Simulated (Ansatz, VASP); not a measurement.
This is a calculation of Hf for VASP 6.6.1.

Contents of POSCAR:

```
Hf
1.0
    2.9331073173      0.0000000000      0.0000000000
    0.0000000000      2.9331073173      0.0000000000
    0.0000000000      0.0000000000      2.9331073173
Hf
1
Direct
    0.5000000000      0.5000000000      0.5000000000
```

Contents of INCAR.step1:

```
PREC = Accurate ; ENCUT = 520
EDIFF = 1E-5 ; ISMEAR = -1
SIGMA = 0.05 ; LREAL = F
LASPH = T ; NELM = 100
ALGO = Normal ; ISIF = 2
LWAVE = T ; GGA = PE
NBANDS = 11
```

Contents of INCAR.step2:

```
PREC = Accurate ; ENCUT = 520
EDIFF = 1E-6 ; ISMEAR = -1
SIGMA = 0.05 ; LREAL = F
LASPH = T ; NELM = 100
ALGO = Normal ; ISIF = 2
LWAVE = F ; LCHARG = T
METAGGA = R2SCAN ; LHFCALC = T
AEXX = 0.1 ; LMIXTAU = T
PRECFOCK = Normal ; LELF = T
LVHAR = T ; ISTART = 1
NBANDS = 11
```

File KPOINTS:

```
Automatic mesh
0
Gamma
  5 5 5
```

Potentials or basis: VASP PAW PBE potentials, release 64 (Hf_pv).

The run is started by

```console
$ cat potpaw_PBE.64/Hf_pv/POTCAR > POTCAR
$ cp INCAR.step1 INCAR
$ mpirun -np 1 vasp_std > vasp.out
$ cp INCAR.step2 INCAR
$ mpirun -np 1 vasp_std > vasp.out
```

Q: Set up the same calculation for Ansatz 0.2.0. Potentials there: Ansatz PAW.

A: As run (the cutoff follows the program's own potentials):

Contents of input.yaml:

```yaml
crystal:
  lattice:
    - [2.9331073173, 0.0, 0.0]
    - [0.0, 2.9331073173, 0.0]
    - [0.0, 0.0, 2.9331073173]
  atoms:
    - { symbol: Hf, position: [0.5, 0.5, 0.5] }
hamiltonian:
  xc: r2scanh
  pseudopotentials: { kind: paw }
kpoints:
  mp_grid: { grid: [5, 5, 5] }
scf:
  occupations: { method: fermi_dirac, width: 0.05 }
output:
  forces: true
  stress: true
  eigenvalues: true
```

Potentials or basis: Ansatz PAW.

Run with:

```bash
$ ansatz run input.yaml --threads 2 --pin off --max-ram 5632MiB --backend cpu --events-out ev --progress --plain --runs-dir out
```

Both were run:

|  | VASP | Ansatz | Ansatz less VASP |
| --- | --- | --- | --- |
| gap on the k mesh at the Fermi level (eV) | none | none | - |
| pressure (GPa) | -2.5 | -1.6 | +0.93 |

VASP's potentials were made for PBE, not for r2SCANh. A gap of «none» marks a metal or a gap that the smearing closes. VASP's potentials hold 10 valence electrons a cell and Ansatz's 26, so a difference there can come from the potentials and not from the codes.

The k mesh is coarse, so the values compare programs but aren't converged. Spin-orbit coupling is off throughout.
